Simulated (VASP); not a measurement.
Set up this calculation in VASP 6.6.1, as the native input.

| Quantity | Value |
| --- | --- |
| Task | single point |
| Functional | LDA |
| Potentials or basis | VASP PAW LDA potentials, release 64 (Mo_sv, C) |
| Cutoff | 520 eV |
| k mesh | 9 × 9 × 1 |
| Occupations | gaussian, width 0.1 eV |
| Spin | no spin polarisation |
| Dipole correction | yes |
| Further INCAR settings | ALGO = Normal; EDIFF = 1e-06; NBANDS = 38 |

The structure of Mo4C lies in POSCAR:

```
Mo4C
1.0
    3.1111816891      0.0000000000      0.0000000000
    0.0000000000      3.1111816891      0.0000000000
    0.0000000000      0.0000000000     21.5098172784
Mo C
4 1
Direct
    0.5000000000      0.5000000000      0.1859615983
    0.0000000000      0.0000000000      0.2582816382
    0.5000000000      0.5000000000      0.3325055024
    0.0000000000      0.0000000000      0.3956248056
    0.2500000000      0.2500000000      0.5281224443
```

The input as run:

INCAR

```
SYSTEM = Mo4C
PREC = Accurate
ENCUT = 520
EDIFF = 1E-6
ISMEAR = 0
SIGMA = 0.1
LREAL = .FALSE.
LASPH = .TRUE.
NELM = 60
ALGO = Normal
ISIF = 2
LWAVE = .FALSE.
LCHARG = .FALSE.
LDIPOL = .TRUE.
IDIPOL = 3
DIPOL = 0.5 0.5 0.340
NBANDS = 38
```

KPOINTS

```
Automatic mesh
0
G
  9 9 1
  0 0 0
```

Potentials or basis: VASP PAW LDA potentials, release 64 (Mo_sv, C).

Command:

```bash
$ cat potpaw_LDA.64/Mo_sv/POTCAR potpaw_LDA.64/C/POTCAR > POTCAR
$ mpirun -np 1 vasp_std > vasp.out
```

It gave:

| Property | Result |
| --- | --- |
| Largest force | 2.386 eV/Å |
| Band gap on the k mesh | zero (band 30 reaches 1.04 eV, above the bottom of band 31 at 0.15 eV) |

It took 6.7 min on 1 thread of AMD EPYC 7R43 64-Core Processor (Zen 3), with other jobs on the host, peak memory 0.28 GiB.
